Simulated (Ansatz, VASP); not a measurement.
# MgBe3S: VASP beside Ansatz

File INCAR:

```
  ALGO = Normal
  EDIFF = 1E-6
  ENCUT = 520
  GGA = PE
  ISIF = 2
  ISMEAR = 0
  LASPH = T
  LCHARG = F
  LREAL = F
  LWAVE = F
  NBANDS = 15
  NELM = 60
  PREC = Accurate
  SIGMA = 0.1
```

File KPOINTS:

```
k-points
0
Gamma
  6 6 4
```

POSCAR

```
MgBe3S
1.0
    4.0267625400      0.0000000000      0.0000000000
   -2.0133812700      3.4872786500      0.0000000000
    0.0000000000      0.0000000000      4.6216893900
Mg Be S
1 3 1
Direct
    0.0000000000      0.0000000000      0.3871077600
    0.4244837300      0.0000000000      0.9394813500
    0.0000000000      0.4244837300      0.9394813500
    0.5755162700      0.5755162700      0.9394813500
    0.0000000000      0.0000000000      0.8252934700
```

Input for Ansatz:

```yaml
crystal:
  lattice:
    - [4.02676254, 0.0, 0.0]
    - [-2.01338127, 3.48727865, 0.0]
    - [0.0, 0.0, 4.62168939]
  atoms:
    - { symbol: Mg, position: [0.0, 0.0, 0.38710776] }
    - { symbol: Be, position: [0.42448373, 0.0, 0.93948135] }
    - { symbol: Be, position: [0.0, 0.42448373, 0.93948135] }
    - { symbol: Be, position: [0.57551627, 0.57551627, 0.93948135] }
    - { symbol: S, position: [0.0, 0.0, 0.82529347] }
basis:
  ecutwfc: 420
kpoints:
  mp_grid: { grid: [6, 6, 4] }
hamiltonian:
  xc: pbe
scf:
  occupations: { method: gaussian, width: 0.1 }
  lower_state_search: "off"
output:
  forces: true
  stress: true
  eigenvalues: true
```

Alike in both runs: task single point; functional PBE; k mesh 6 × 6 × 4; occupations gaussian, width 0.1 eV; no spin polarisation.

```csv
,VASP,Ansatz
version,VASP 6.6.1,Ansatz 0.2.0
potentials or method,"VASP PAW PBE potentials, release 64 (Mg, Be, S), cutoff 520 eV","scalar-relativistic, plane waves, PAW"
valence electrons in the cell,14,22
```

```tsv
	VASP	Ansatz	Ansatz less VASP
gap on the k mesh at the Fermi level (eV)	none	none	-
rms of the force components (eV/Å)	2.167	2.149	-0.0174
```

Atom by atom the forces differ by 0.029 eV/Å (rms over components). A gap of «none» marks a metal or a gap that the smearing closes. VASP's potentials hold 14 valence electrons a cell and Ansatz's 22, so a difference there can come from the potentials and not from the codes.
